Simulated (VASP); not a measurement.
Write the native input for VASP 6.6.1 that does the following.

```
Task                   : single point
Functional             : r2SCAN
Potentials or basis    : VASP PAW PBE potentials, release 64 (K_sv)
Cutoff                 : 520 eV
k mesh                 : 8 × 8 × 8
Occupations            : methfessel-paxton, width 0.3 eV
Spin                   : no spin polarisation
Dipole correction      : no
Further INCAR settings : ALGO = Normal; EDIFF = 1e-06; NBANDS = 10
```

The system is K.

```
CELL_PARAMETERS angstrom
-2.66995 2.66995 2.66995
2.66995 -2.66995 2.66995
2.66995 2.66995 -2.66995
ATOMIC_POSITIONS crystal
K 0.00000 0.00000 0.00000
```

The input as run:

POSCAR

```
K
1.0
   -2.6699463634      2.6699463634      2.6699463634
    2.6699463634     -2.6699463634      2.6699463634
    2.6699463634      2.6699463634     -2.6699463634
K
1
Direct
    0.0000000000      0.0000000000      0.0000000000
```

INCAR.step1

```
SYSTEM = K
  PREC = Accurate
  ENCUT = 520
  ISMEAR = 1
  SIGMA = 0.3
  LREAL = .False.
  LASPH = .True.
  NELM = 100
  NBANDS = 10
  GGA = PE
  ALGO = Normal
  EDIFF = 1E-4
  LWAVE = .True.
  LCHARG = .False.
```

INCAR.step2

```
SYSTEM = K
  PREC = Accurate
  ENCUT = 520
  EDIFF = 1E-6
  ISMEAR = 1
  SIGMA = 0.3
  LREAL = .False.
  LASPH = .True.
  NELM = 100
  ALGO = Normal
  ISIF = 2
  LWAVE = .False.
  LCHARG = .False.
  METAGGA = R2SCAN
  LMIXTAU = .True.
  NBANDS = 10
  ISTART = 1
```

KPOINTS

```
regular mesh
0
Gamma
  8 8 8
  0 0 0
```

Potentials or basis: VASP PAW PBE potentials, release 64 (K_sv).

Command:

```sh
$ cat potpaw_PBE.64/K_sv/POTCAR > POTCAR
$ cp INCAR.step1 INCAR
$ mpirun -np 1 vasp_std > vasp.out
$ cp INCAR.step2 INCAR
$ mpirun -np 1 vasp_std > vasp.out
```

It gave:

The pressure is 0.0 GPa and the band gap on the k mesh is zero (an odd number of electrons rules out a gap without spin polarisation).

Caveat: so wide a smearing shifts energies and pressures; the PAW data sets were made with another functional, which shifts forces and pressure a little.

Run time: 40 s on 1 thread of Intel(R) Xeon(R) Platinum 8559C (Emerald Rapids), on a shared host, peak memory 0.21 GiB.
